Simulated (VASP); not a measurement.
# BN (Cc) in VASP: single point with LDA

Aim: the single point of BN with LDA.

Program: VASP 6.6.1. These are calculated values, not measurements. Logs are shortened: lines on timing, memory, paths and dates and some standing lists are left out, and cuts for length are marked.

## Step 1: The cell of the first run

It takes space group Cc (No. 9, monoclinic). The conventional cell has a = 3.288 Å, b = 9.431 Å, c = 4.349 Å, α = 90.00°, β = 105.92°, γ = 90.00°. Within 1.9 Å of B (site symmetry 1) lie 3 N at 1.45 to 1.47 Å. Within 1.9 Å of B (site symmetry 1) lie 3 N at 1.44 to 1.49 Å. Within 1.9 Å of N (site symmetry 1) lie 3 B at 1.44 to 1.49 Å. Within 1.9 Å of N (site symmetry 1) lie 3 B at 1.45 to 1.47 Å.

## Step 2: Single point, LDA

The input, INCAR:

```
SYSTEM = BN
PREC     = Accurate       ! precision mode
ENCUT    = 520            ! plane-wave cutoff, eV
EDIFF    = 1E-7           ! SCF threshold, eV
ISMEAR   = 0              ! smearing method
SIGMA    = 0.01           ! smearing width, eV
LREAL    = .False.        ! projectors in reciprocal space
LASPH    = .True.         ! aspherical terms in the spheres
NELM     = 60             ! most SCF steps
ALGO     = Normal         ! electronic algorithm
ISIF     = 2              ! what is computed and relaxed
LWAVE    = .False.        ! write WAVECAR
LCHARG   = .False.        ! write CHGCAR
GGA      = CA             ! functional
NBANDS   = 26             ! bands
```

The input, KPOINTS:

```
regular mesh
0
Gamma
  6 6 4
  0 0 0
```

The input, POSCAR:

```
BN
1.0
    1.6438210000     -4.7155350000      0.0000000000
    1.6438210000      4.7155350000      0.0000000000
   -1.1929310000      0.0000000000      4.1817430000
B N
4 4
Direct
    0.4344000000      0.5664270000      0.0002040000
    0.5664270000      0.4344000000      0.5002040000
    0.1769990000      0.5642020000      0.4918210000
    0.5642020000      0.1769990000      0.9918210000
    0.3857400000      0.7783390000      0.8407830000
    0.7783390000      0.3857400000      0.3407830000
    0.3799060000      0.5117870000      0.3210930000
    0.5117870000      0.3799060000      0.8210930000
```

Potentials or basis: VASP PAW LDA potentials, release 64 (B, N).

Launch:

```sh
> cat potpaw_LDA.64/B/POTCAR potpaw_LDA.64/N/POTCAR > POTCAR
> mpirun -np 1 vasp_std > vasp.out
```

OUTCAR:

```text
SYSTEM = BN
   PREC = Accurate
   ENCUT = 520
   EDIFF = 1E-7
   ISMEAR = 0
   LREAL = .False.
   LASPH = .True.
   NELM = 60
   ISIF = 2
   GGA = CA

 ion  position               nearest neighbor table
   1  0.434  0.566  0.000-   8 1.45   7 1.45   5 1.47
   2  0.566  0.434  0.500-   7 1.45   8 1.45   6 1.47
   3  0.177  0.564  0.492-   6 1.44   7 1.47   5 1.49
   4  0.564  0.177  0.992-   5 1.44   8 1.47   6 1.49
   5  0.386  0.778  0.841-   4 1.44   1 1.47   3 1.49
   6  0.778  0.386  0.341-   3 1.44   2 1.47   4 1.49
   7  0.380  0.512  0.321-   2 1.45   1 1.45   3 1.47
   8  0.512  0.380  0.821-   1 1.45   2 1.45   4 1.47

  LATTYP: Found a base centered monoclinic cell.
 ALAT       =     3.2876420000
 B/A-ratio  =     2.8686426320
 C/A-ratio  =     1.3227017273
 COS(beta)  =    -0.2743272083

  Lattice vectors:

 A1 = (   1.6438210000,  -4.7155350000,   0.0000000000)
 A2 = (   1.6438210000,   4.7155350000,   0.0000000000)
 A3 = (  -1.1929310000,   0.0000000000,   4.1817430000)

Analysis of symmetry for initial positions (statically):
=====================================================================
 Subroutine PRICEL returns:
 Original cell was already a primitive cell.

 Routine SETGRP: Setting up the symmetry group for a
 base centered monoclinic supercell.

 Subroutine GETGRP returns: Found  2 space group operations
 (whereof  1 operations were pure point group operations)
 out of a pool of  4 trial point group operations.

The static configuration has the point symmetry C_1 .
 The point group associated with its full space group is C_1h.

Analysis of symmetry for dynamics (positions and initial velocities):
=====================================================================
 Subroutine PRICEL returns:
 Original cell was already a primitive cell.

 Routine SETGRP: Setting up the symmetry group for a
 base centered monoclinic supercell.

 Subroutine GETGRP returns: Found  2 space group operations
 (whereof  1 operations were pure point group operations)
 out of a pool of  4 trial point group operations.

The dynamic configuration has the point symmetry C_1 .
 The point group associated with its full space group is C_1h.

 Subroutine INISYM returns: Found  2 space group operations
 (whereof  1 operations are pure point group operations),
 and found     1 'primitive' translations
[... 104 lines left out ...]
   LASPH  =      T    aspherical Exc in radial PAW
   ENCUT  =  520.0 eV  38.22 Ry    6.18 a.u.   9.29  9.29  8.09*2*pi/ulx,y,z
   NELM   =     60;   NELMIN=  2; NELMDL= -5     # of ELM steps
   EDIFF  = 0.1E-06   stopping-criterion for ELM
   LREAL  =      F    real-space projection
   EDIFFG = 0.1E-05   stopping-criterion for IOM
   NSW    =      0    number of steps for IOM
   IBRION =     -1    ionic relax: 0-MD 1-quasi-New 2-CG
   NFREE  =      0    steps in history (QN), initial steepest desc. (CG)
   ISIF   =      2    stress and relaxation
   ISYM   =      2    0-nonsym 1-usesym 2-fastsym
   POTIM  = 0.5000    time-step for ionic-motion
   TEBEG  =    0.0;   TEEND  =   0.0 temperature during run
   PSTRESS=    0.0 pullay stress
   NELECT =      32.0000    total number of electrons
   NUPDOWN=      -1.0000    fix difference up-down
   EMIN   =  10.00;   EMAX   =-10.00  energy-range for DOS
   EFERMI =   0.00;   METHOD = LEGACY
   ISMEAR =     0;   SIGMA  =   0.01  broadening in eV -4-tet -1-fermi 0-gaus
   EFERMI_NEDOS =   21; number of points for ismear=-14 and -15
   IALGO  =     38    algorithm
   IMIX   =      4    mixing-type and parameters
     AMIX     =   0.40;   BMIX     =  1.00
     AMIX_MAG =   1.60;   BMIX_MAG =  1.00
  volume/ion in A,a.u.               =       8.10        54.69
  Fermi-wavevector in a.u.,A,eV,Ry     =   1.293800  2.444928 22.775050  1.673919
  Thomas-Fermi vector in A             =   2.425423
   LORBIT       =      0    0 simple, 1 ext, 2 COOP (PROOUT), +10 PAW based schemes
   GGA     = CA    functional components
   LHFCALC =     F    Hartree Fock is set to
   AEXX    =    0.0000 exact exchange contribution
   IVDW    =     0    specifies the selected vdW correction
   LEPSILON=     F    determine dielectric tensor
   LRPA    =     F    only Hartree local field effects (RPA)
 non-spin polarized calculation
 Gauss-broadening in eV      SIGMA  =   0.01
  energy-cutoff  :      520.00
  volume of cell :       64.83
 maximum number of plane-waves:      1763
 NGX is ok and might be reduce to    40
   NGX = 19   NGY = 19   NGZ = 17

 number of electron      32.0000003 magnetization

 Free energy of the ion-electron system (eV)
  ---------------------------------------------------
  ext. energy  EPLUGINS =         0.00000000
  ---------------------------------------------------
  free energy    TOTEN  =       -75.64580771 eV

  energy without entropy =      -75.64580771  energy(sigma->0) =      -75.64580771

 E-fermi :   3.5069     XC(G=0): -11.2344

 val. band max:        3.4163239628   @ k =   0.3333   0.0000  -0.0000
 cond. band min:       6.8301327388   @ k =   0.0000   0.0000   0.0000
 fundamental gap:      3.4138087760
 Fermi energy:         3.5069100973

 k-point     1 :       0.0000    0.0000    0.0000
  band No.  band energies     occupation
      1     -14.4954      2.00000
      2     -11.2296      2.00000
      3     -11.2227      2.00000
      4     -11.0907      2.00000
      5      -5.7085      2.00000
      6      -4.4482      2.00000
[... 685 lines left out ...]
     25      15.1627      0.00000
     26      15.8638      0.00000

 [... further k-points ...]
[... 5 lines left out ...]
  --------------------------------------------------------------------------------------
  -------------------------------------------------------------------------------------
  Total       -2.5491495     -3.9550682     -3.9729172      0.0000000      0.0000000      0.1825806
  in kB      -62.9989127    -97.7443643    -98.1854785      0.0000000      0.0000000      4.5122424
  external PRESSURE =     -86.3095851 kB  Pullay stress =       0.0000000 kB

 VOLUME and BASIS-vectors are now :
 -----------------------------------------------------------------------------
  energy-cutoff  :      520.00
  volume of cell :       64.83
      direct lattice vectors                 reciprocal lattice vectors
     1.643821000 -4.715535000  0.000000000     0.304169371 -0.106032507  0.086770773
     1.643821000  4.715535000  0.000000000     0.304169371  0.106032507  0.086770773
    -1.192931000  0.000000000  4.181743000     0.000000000  0.000000000  0.239134734

 POSITION                                       TOTAL-FORCE (eV/Angst)
 -----------------------------------------------------------------------------------
      1.64494      0.62258      0.00085        -0.013814     -0.009948     -0.006109
      1.04847     -0.62258      2.09172        -0.013814      0.009948     -0.006109
      0.63169      1.82587      2.05667        -0.007321      0.007092     -0.010265
      0.03523     -1.82587      4.14754        -0.007321     -0.007092     -0.010265
      0.91054      1.85131      3.51594         0.006060     -0.013217     -0.011658
      1.50701     -1.85131      1.42507         0.006060      0.013217     -0.011658
      1.08274      0.62189      1.34273         0.015075     -0.009019      0.028032
      0.48628     -0.62189      3.43360         0.015075      0.009019      0.028032
 -----------------------------------------------------------------------------------
    total drift:                               -0.000162      0.000000     -0.000275

  FREE ENERGIE OF THE ION-ELECTRON SYSTEM (eV)
  ---------------------------------------------------
  free  energy   TOTEN  =       -75.6458077130 eV

  energy  without entropy=      -75.6458077130  energy(sigma->0) =      -75.64580771
```

OSZICAR:

```text
N       E                     dE             d eps       ncg     rms          rms(c)
DAV:   1     0.110217890201E+03    0.11022E+03   -0.16496E+04  2444   0.116E+03
DAV:   2    -0.748167871893E+02   -0.18503E+03   -0.17110E+03  3132   0.258E+02
DAV:   3    -0.829217922423E+02   -0.81050E+01   -0.80410E+01  3310   0.535E+01
DAV:   4    -0.829915997504E+02   -0.69808E-01   -0.69734E-01  3136   0.538E+00
DAV:   5    -0.829924610440E+02   -0.86129E-03   -0.86099E-03  3250   0.588E-01    0.154E+01
DAV:   6    -0.763813908822E+02    0.66111E+01   -0.15956E+01  2762   0.224E+01    0.647E+00
DAV:   7    -0.758451138262E+02    0.53628E+00   -0.78184E-01  3136   0.503E+00    0.409E+00
DAV:   8    -0.756536355614E+02    0.19148E+00   -0.47992E-01  3086   0.381E+00    0.554E-01
DAV:   9    -0.756459744872E+02    0.76611E-02   -0.26275E-02  2986   0.100E+00    0.230E-01
DAV:  10    -0.756458091677E+02    0.16532E-03   -0.11731E-03  3236   0.211E-01    0.420E-02
DAV:  11    -0.756458055144E+02    0.36533E-05   -0.80737E-05  2960   0.562E-02    0.192E-02
DAV:  12    -0.756458073988E+02   -0.18844E-05   -0.52876E-06  3172   0.161E-02    0.807E-03
DAV:  13    -0.756458077060E+02   -0.30720E-06   -0.47766E-07  3030   0.570E-03    0.227E-03
DAV:  14    -0.756458077130E+02   -0.69804E-08   -0.20186E-07  1580   0.273E-03
   1 F= -.75645808E+02 E0= -.75645808E+02  d E =-.405871E-39
```

stdout:

```text
POSCAR found type information on POSCAR B N
 POSCAR found :  2 types and       8 ions
 scaLAPACK will be used
 LDA part: xc-table for (Slater(with rela. corr.)+CA(PZ))
 , standard interpolation
 POSCAR, INCAR and KPOINTS ok, starting setup
 FFT: planning ... GRIDC
 FFT: planning ... GRID_SOFT
 FFT: planning ... GRID
 WAVECAR not read
 entering main loop
```

Wall time 1.8 min (1 thread of Intel Xeon Platinum 8488C (Sapphire Rapids), shared host); peak memory 0.21 GiB.

Results:

* Free energy: -75.6458 eV
* Pressure: -8.6 GPa
* Largest force: 0.033 eV/Å
* Band gap on the k mesh: 3.41 eV, indirect (least direct gap 3.91 eV)

Forces on the atoms (eV/Å):
```
B   -0.014 -0.010 -0.006
B   -0.014  0.010 -0.006
B   -0.007  0.007 -0.010
B   -0.007 -0.007 -0.010
N    0.006 -0.013 -0.012
N    0.006  0.013 -0.012
N    0.015 -0.009  0.028
N    0.015  0.009  0.028
```
